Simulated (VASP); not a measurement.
Write the native input for VASP 6.6.1 that does the following.

```
Task                   : single point
Functional             : PBEsol
Potentials or basis    : VASP PAW PBE potentials, release 64 (Au)
Cutoff                 : 500 eV
k mesh                 : 7 × 7 × 7
Occupations            : fermi-dirac, width 0.1 eV
Spin                   : no spin polarisation
Dipole correction      : no
Further INCAR settings : ALGO = Normal; EDIFF = 1e-06; NBANDS = 18
```

The structure of Au lies in POSCAR:

```
Au
1.0
    0.0000000000      2.9977388242      2.9977388242
    2.9977388242      0.0000000000      2.9977388242
    2.9977388242      2.9977388242      0.0000000000
Au
2
Direct
    0.0000000000      0.0000000000      0.0000000000
    0.2500000000      0.2500000000      0.2500000000
```

This isn't the form of Au at room conditions, which is fcc.

One way to write it, as run:

INCAR

```
PREC = Accurate
ENCUT = 500
EDIFF = 1E-6
ISMEAR = -1
SIGMA = 0.1
LREAL = False
LASPH = True
NELM = 120
ALGO = Normal
ISIF = 2
LWAVE = False
LCHARG = False
GGA = PS
NBANDS = 18
GGA_COMPAT = False
```

KPOINTS

```
regular mesh
0
Gamma
  7 7 7
```

Potentials or basis: VASP PAW PBE potentials, release 64 (Au).

Launch:

```sh
$ cat potpaw_PBE.64/Au/POTCAR > POTCAR
$ mpirun -np 1 vasp_std > vasp.out
```

It gave:

```json
{
  "Pressure": "1.0 GPa",
  "Band gap on the k mesh": "zero (bands 11 and 12 overlap by 0.40 eV)"
}
```

Caveat: the PAW data sets were made with another functional, which shifts forces and pressure a little; spin-orbit coupling is left out, which moves the levels of the heavy elements.

Wall time 12 s on 1 thread of Intel(R) Xeon(R) Platinum 8259CL CPU @ 2.50GHz (Skylake/Cascade Lake), with other jobs on the host, peak memory 0.17 GiB.
